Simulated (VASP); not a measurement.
# NbTe3 (P6_3/mmc) in VASP: notebook

NbTe3 is run at these levels: PBE; tasks: single point, relaxation of cell and atoms.

Everything below comes from runs of VASP 6.6.1. Logs are shortened: lines on timing, memory, paths and dates and some standing lists are left out, and cuts for length are marked.

### 1 The cell of the first run

The structure is hexagonal, space group P6_3/mmc (No. 194). Conventional cell: a = 6.940 Å, b = 6.940 Å, c = 5.571 Å, α = 90.00°, β = 90.00°, γ = 120.00°. Nb (site symmetry -6m2) has 12 Te at 3.43 to 3.47 Å within 4.5 Å. Te (site symmetry mm2) has 4 Nb at 3.43 to 3.47 Å and 8 Te at 3.43 to 3.48 Å within 4.5 Å.

### 2 Single point, PBE

INCAR reads:

```
SYSTEM = NbTe3
PREC     = Accurate       ! precision mode
ENCUT    = 520            ! plane-wave cutoff, eV
EDIFF    = 1E-7           ! SCF threshold, eV
ISMEAR   = 0              ! smearing method
SIGMA    = 0.1            ! smearing width, eV
LREAL    = .FALSE.        ! projectors in reciprocal space
LASPH    = .TRUE.         ! aspherical terms in the spheres
NELM     = 100            ! most SCF steps
ALGO     = Normal         ! electronic algorithm
ISIF     = 2              ! what is computed and relaxed
LWAVE    = .FALSE.        ! write WAVECAR
LCHARG   = .TRUE.         ! write CHGCAR
GGA      = PE             ! functional
LELF     = .TRUE.         ! ELF
LVHAR    = .TRUE.       
NBANDS   = 41             ! bands
```

KPOINTS reads:

```
regular mesh
0
G
  3 3 4
  0 0 0
```

POSCAR reads:

```
NbTe3
1.0
    6.9403706280      0.0000000000      0.0000000000
   -3.4701853140      6.0105372755      0.0000000000
    0.0000000000      0.0000000000      5.5707182748
Nb Te
2 6
Direct
    0.3333333333      0.6666666667      0.2500000000
    0.6666666667      0.3333333333      0.7500000000
    0.8330000000      0.6660000000      0.2500000000
    0.1670000000      0.8330000000      0.7500000000
    0.3340000000      0.1670000000      0.2500000000
    0.1670000000      0.3340000000      0.7500000000
    0.8330000000      0.1670000000      0.2500000000
    0.6660000000      0.8330000000      0.7500000000
```

Potentials or basis: VASP PAW PBE potentials, release 64 (Nb_sv, Te).

Command:

```bash
$ cat potpaw_PBE.64/Nb_sv/POTCAR potpaw_PBE.64/Te/POTCAR > POTCAR
$ mpirun -np 1 vasp_std > vasp.out
```

OUTCAR:

```text
SYSTEM = NbTe3
   PREC = Accurate
   ENCUT = 520
   EDIFF = 1E-7
   ISMEAR = 0
   LREAL = .FALSE.
   LASPH = .TRUE.
   NELM = 100
   ISIF = 2
   GGA = PE

 ion  position               nearest neighbor table
   1  0.333  0.667  0.250-
   2  0.667  0.333  0.750-
   3  0.833  0.666  0.250-   4 3.43   8 3.43   4 3.43   8 3.43   7 3.46   5 3.46   5 3.48   7 3.48

   4  0.167  0.833  0.750-   5 3.43   5 3.43   3 3.43   3 3.43   6 3.46   8 3.46   6 3.48   8 3.48

   5  0.334  0.167  0.250-   4 3.43   4 3.43   6 3.43   6 3.43   3 3.46   7 3.46   3 3.48   7 3.48

   6  0.167  0.334  0.750-   5 3.43   7 3.43   5 3.43   7 3.43   4 3.46   8 3.46   4 3.48   8 3.48

   7  0.833  0.167  0.250-   8 3.43   8 3.43   6 3.43   6 3.43   3 3.46   5 3.46   3 3.48   5 3.48

   8  0.666  0.833  0.750-   7 3.43   7 3.43   3 3.43   3 3.43   6 3.46   4 3.46   6 3.48   4 3.48

  LATTYP: Found a hexagonal cell.
 ALAT       =     6.9403706280
 C/A-ratio  =     0.8026542923

  Lattice vectors:

 A1 = (   6.9403706280,   0.0000000000,   0.0000000000)
 A2 = (  -3.4701853140,   6.0105372755,   0.0000000000)
 A3 = (   0.0000000000,   0.0000000000,   5.5707182748)

Analysis of symmetry for initial positions (statically):
=====================================================================
 Subroutine PRICEL returns:
 Original cell was already a primitive cell.

 Routine SETGRP: Setting up the symmetry group for a
 hexagonal supercell.

 Subroutine GETGRP returns: Found 24 space group operations
 (whereof 12 operations were pure point group operations)
 out of a pool of 24 trial point group operations.

The static configuration has the point symmetry D_3d.
 The point group associated with its full space group is D_6h.

Analysis of symmetry for dynamics (positions and initial velocities):
=====================================================================
 Subroutine PRICEL returns:
 Original cell was already a primitive cell.

 Routine SETGRP: Setting up the symmetry group for a
 hexagonal supercell.

 Subroutine GETGRP returns: Found 24 space group operations
 (whereof 12 operations were pure point group operations)
 out of a pool of 24 trial point group operations.

The dynamic configuration has the point symmetry D_3d.
 The point group associated with its full space group is D_6h.

 Subroutine INISYM returns: Found 24 space group operations
 (whereof 12 operations are pure point group operations),
 and found     1 'primitive' translations

----------------------------------------------------------------------------------------

                                     Primitive cell

  volume of cell :     232.3845

  direct lattice vectors                    reciprocal lattice vectors
     6.940370628  0.000000000  0.000000000     0.144084524  0.083187239  0.000000000
    -3.470185314  6.010537275  0.000000000     0.000000000  0.166374478  0.000000000
     0.000000000  0.000000000  5.570718275     0.000000000  0.000000000  0.179510065

  length of vectors
     6.940370628  6.940370628  5.570718275     0.166374478  0.166374478  0.179510065

  position of ions in fractional coordinates (direct lattice)
     0.333333333  0.666666667  0.250000000
     0.666666667  0.333333333  0.750000000
     0.833000000  0.666000000  0.250000000
     0.167000000  0.833000000  0.750000000
     0.334000000  0.167000000  0.250000000
     0.167000000  0.334000000  0.750000000
     0.833000000  0.167000000  0.250000000
     0.666000000  0.833000000  0.750000000

  ion indices of the primitive-cell ions
   primitive index   ion index
                 1           1
                 2           2
                 3           3
                 4           4
                 5           5
                 6           6
                 7           7
                 8           8

----------------------------------------------------------------------------------------

 KPOINTS: regular mesh

Automatic generation of k-mesh.
 Grid dimensions read from file:
 generate k-points for:    3    3    4

 Generating k-lattice:

  Cartesian coordinates                     Fractional coordinates (reciprocal lattice)
     0.048028175  0.027729080  0.000000000     0.333333333 -0.000000000  0.000000000
     0.000000000  0.055458159  0.000000000     0.000000000  0.333333333  0.000000000
     0.000000000  0.000000000  0.044877516     0.000000000  0.000000000  0.250000000

  Length of vectors
     0.055458159  0.055458159  0.044877516

  Shift w.r.t. Gamma in fractional coordinates (k-lattice)
     0.000000000  0.000000000  0.000000000

 Subroutine IBZKPT returns following result:
 ===========================================

 Found      9 irreducible k-points:

 Following reciprocal coordinates:
            Coordinates               Weight
  0.000000  0.000000  0.000000      1.000000
  0.333333 -0.000000  0.000000      6.000000
  0.333333  0.333333  0.000000      2.000000
  0.000000  0.000000  0.250000      2.000000
  0.333333 -0.000000  0.250000     12.000000
  0.333333  0.333333  0.250000      4.000000
  0.000000  0.000000  0.500000      1.000000
  0.333333 -0.000000  0.500000      6.000000
  0.333333  0.333333  0.500000      2.000000
   k-points           NKPTS =      9   k-points in BZ     NKDIM =      9   number of bands    NBANDS=     41
   number of dos      NEDOS =    301   number of ions     NIONS =      8
   total plane-waves  NPLWV = 122472
   dimension x,y,z NGX =    54 NGY =   54 NGZ =   42
   dimension x,y,z NGXF=   108 NGYF=  108 NGZF=   84
   ions per type =               2   6
   NGX,Y,Z   is equivalent  to a cutoff of  12.93, 12.93, 12.53 a.u.
   NGXF,Y,Z  is equivalent  to a cutoff of  25.87, 25.87, 25.07 a.u.
 SYSTEM =  NbTe3
   PREC   = accura    normal or accurate (medium, high low for compatibility)
   ISTART =      0    job   : 0-new  1-cont  2-samecut
   ICHARG =      2    charge: 1-file 2-atom 10-const
   ISPIN  =      1    spin polarized calculation?
   LNONCOLLINEAR =      F non collinear calculations
   LSORBIT =      F    spin-orbit coupling
   LASPH  =      T    aspherical Exc in radial PAW
   ENCUT  =  520.0 eV  38.22 Ry    6.18 a.u.  12.90 12.90 10.36*2*pi/ulx,y,z
   NELM   =    100;   NELMIN=  2; NELMDL= -5     # of ELM steps
   EDIFF  = 0.1E-06   stopping-criterion for ELM
   LREAL  =      F    real-space projection
   EDIFFG = 0.1E-05   stopping-criterion for IOM
   NSW    =      0    number of steps for IOM
   IBRION =     -1    ionic relax: 0-MD 1-quasi-New 2-CG
   NFREE  =      0    steps in history (QN), initial steepest desc. (CG)
   ISIF   =      2    stress and relaxation
   ISYM   =      2    0-nonsym 1-usesym 2-fastsym
   POTIM  = 0.5000    time-step for ionic-motion
   TEBEG  =    0.0;   TEEND  =   0.0 temperature during run
   PSTRESS=    0.0 pullay stress
   NELECT =      62.0000    total number of electrons
   NUPDOWN=      -1.0000    fix difference up-down
   EMIN   =  10.00;   EMAX   =-10.00  energy-range for DOS
   EFERMI =   0.00;   METHOD = LEGACY
   ISMEAR =     0;   SIGMA  =   0.10  broadening in eV -4-tet -1-fermi 0-gaus
   EFERMI_NEDOS =   21; number of points for ismear=-14 and -15
   IALGO  =     38    algorithm
   IMIX   =      4    mixing-type and parameters
     AMIX     =   0.40;   BMIX     =  1.00
     AMIX_MAG =   1.60;   BMIX_MAG =  1.00
  volume/ion in A,a.u.               =      29.05       196.03
  Fermi-wavevector in a.u.,A,eV,Ry     =   1.053909  1.991599 15.112313  1.110724
  Thomas-Fermi vector in A             =   2.189049
   LORBIT       =      0    0 simple, 1 ext, 2 COOP (PROOUT), +10 PAW based schemes
   GGA     = PE    functional components
   LHFCALC =     F    Hartree Fock is set to
   AEXX    =    0.0000 exact exchange contribution
   IVDW    =     0    specifies the selected vdW correction
   LEPSILON=     F    determine dielectric tensor
   LRPA    =     F    only Hartree local field effects (RPA)
 non-spin polarized calculation
 Gauss-broadening in eV      SIGMA  =   0.10
  energy-cutoff  :      520.00
  volume of cell :      232.38
 maximum number of plane-waves:      6291
 NGX is ok and might be reduce to    54
   NGX = 25   NGY = 25   NGZ = 21

 number of electron      62.0000005 magnetization

 Free energy of the ion-electron system (eV)
  ---------------------------------------------------
  ext. energy  EPLUGINS =         0.00000000
  ---------------------------------------------------
  free energy    TOTEN  =       -34.35538693 eV

  energy without entropy =      -34.29001880  energy(sigma->0) =      -34.32270287

 E-fermi :   7.4565     XC(G=0): -10.0185

 val. band max:        7.4388279269   @ k =   0.0000   0.0000   0.5000
 cond. band min:       7.4973306325   @ k =   0.0000   0.0000   0.2500
 fundamental gap:      0.0585027056
 Fermi energy:         7.4565356295

 k-point     1 :       0.0000    0.0000    0.0000
  band No.  band energies     occupation
      1     -48.4314      2.00000
      2     -48.4313      2.00000
      3     -24.4358      2.00000
      4     -24.4358      2.00000
      5     -24.4340      2.00000
      6     -24.4340      2.00000
[... 33 lines left out ...]
     40       8.9170      0.00000
     41       8.9796      0.00000

 k-point     2 :       0.3333   -0.0000    0.0000
  band No.  band energies     occupation
      1     -48.4314      2.00000
      2     -48.4313      2.00000
      3     -24.4361      2.00000
      4     -24.4356      2.00000
      5     -24.4342      2.00000
      6     -24.4337      2.00000
[... 33 lines left out ...]
     40       9.1783      0.00000
     41       9.5401      0.00000

 k-point     3 :       0.3333    0.3333    0.0000
  band No.  band energies     occupation
      1     -48.4314      2.00000
      2     -48.4314      2.00000
      3     -24.4363      2.00000
      4     -24.4349      2.00000
      5     -24.4349      2.00000
      6     -24.4335      2.00000
[... 215 lines left out ...]
      2     -48.4314      2.00000
      3     -24.4349      2.00000
      4     -24.4349      2.00000
      5     -24.4348      2.00000
      6     -24.4348      2.00000
[... 33 lines left out ...]
     40       9.0573      0.00000
     41       9.1857      0.00000

 k-point     9 :       0.3333    0.3333    0.5000
  band No.  band energies     occupation
      1     -48.4314      2.00000
      2     -48.4314      2.00000
      3     -24.4349      2.00000
      4     -24.4349      2.00000
      5     -24.4348      2.00000
      6     -24.4348      2.00000
[... 33 lines left out ...]
     40       8.9175      0.00000
     41       9.4191      0.00000

------------------------ aborting loop because EDIFF is reached ----------------------------------------

  FORCE on cell =-STRESS in cart. coord.  units (eV):
  Direction    XX          YY          ZZ          XY          YZ          ZX
  --------------------------------------------------------------------------------------
  -------------------------------------------------------------------------------------
  Total      -11.2972966    -11.2972966    -14.8042239     -0.0000000      0.0000000      0.0000000
  in kB      -77.8893285    -77.8893285   -102.0678754     -0.0000000      0.0000000      0.0000000
  external PRESSURE =     -85.9488441 kB  Pullay stress =       0.0000000 kB

 VOLUME and BASIS-vectors are now :
 -----------------------------------------------------------------------------
  energy-cutoff  :      520.00
  volume of cell :      232.38
      direct lattice vectors                 reciprocal lattice vectors
     6.940370628  0.000000000  0.000000000     0.144084524  0.083187239  0.000000000
    -3.470185314  6.010537275  0.000000000     0.000000000  0.166374478  0.000000000
     0.000000000  0.000000000  5.570718275     0.000000000  0.000000000  0.179510065

 POSITION                                       TOTAL-FORCE (eV/Angst)
 -----------------------------------------------------------------------------------
     -0.00000      4.00702      1.39268         0.000000     -0.000000     -0.000000
      3.47019      2.00351      4.17804         0.000000     -0.000000     -0.000000
      3.47019      4.00302      1.39268        -0.000000     -1.493925      0.000000
     -1.73162      5.00678      4.17804         1.293777     -0.746963      0.000000
      1.73856      1.00376      1.39268         1.293777      0.746963      0.000000
      0.00000      2.00752      4.17804         0.000000      1.493925     -0.000000
      5.20181      1.00376      1.39268        -1.293777      0.746963     -0.000000
      1.73162      5.00678      4.17804        -1.293777     -0.746963     -0.000000
 -----------------------------------------------------------------------------------
    total drift:                               -0.000001      0.000000     -0.000000

  FREE ENERGIE OF THE ION-ELECTRON SYSTEM (eV)
  ---------------------------------------------------
  free  energy   TOTEN  =       -34.3553869299 eV

  energy  without entropy=      -34.2900188028  energy(sigma->0) =      -34.32270287
```

Run time: 6.3 min. Hardware: 1 thread of Intel Xeon 8259CL, shared host; peak memory 0.37 GiB.

What came out:

| Item | Value |
| --- | --- |
| Free energy | -34.3554 eV |
| Pressure | -8.6 GPa |
| Largest force | 1.494 eV/Å |
| Band gap on the k mesh | zero (bands 31 and 32 overlap by 0.33 eV) |

Forces in eV/Å, atoms in the order of the input:
```
Nb   0.000  0.000  0.000
Nb   0.000  0.000  0.000
Te   0.000 -1.494  0.000
Te   1.294 -0.747  0.000
Te   1.294  0.747  0.000
Te   0.000  1.494  0.000
Te  -1.294  0.747  0.000
Te  -1.294 -0.747  0.000
```

Levels at points of the mesh, in eV from the Fermi level:
| k point | band 28 | band 29 | band 30 | band 31 | band 32 | band 33 | band 34 | band 35 |
| --- | --- | --- | --- | --- | --- | --- | --- | --- |
| (0.00, 0.00, 0.00) | -0.38 | -0.28 | -0.14 | -0.05 | 0.17 | 0.17 | 0.83 | 0.83 |
| (0.00, 0.00, 0.50) | -0.05 | -0.05 | -0.05 | -0.04 | -0.04 | -0.02 | -0.02 | 0.87 |

Caveat: the cell stands under tension; spin-orbit coupling is left out, which moves the levels of the heavy elements; forces of over 1 eV/Å act on the atoms, so gaps and moduli don't describe the material at rest.

(Continued in part 2 of 2.)

The gap in the log of VASP goes by the Fermi energy; the results here count the filled bands.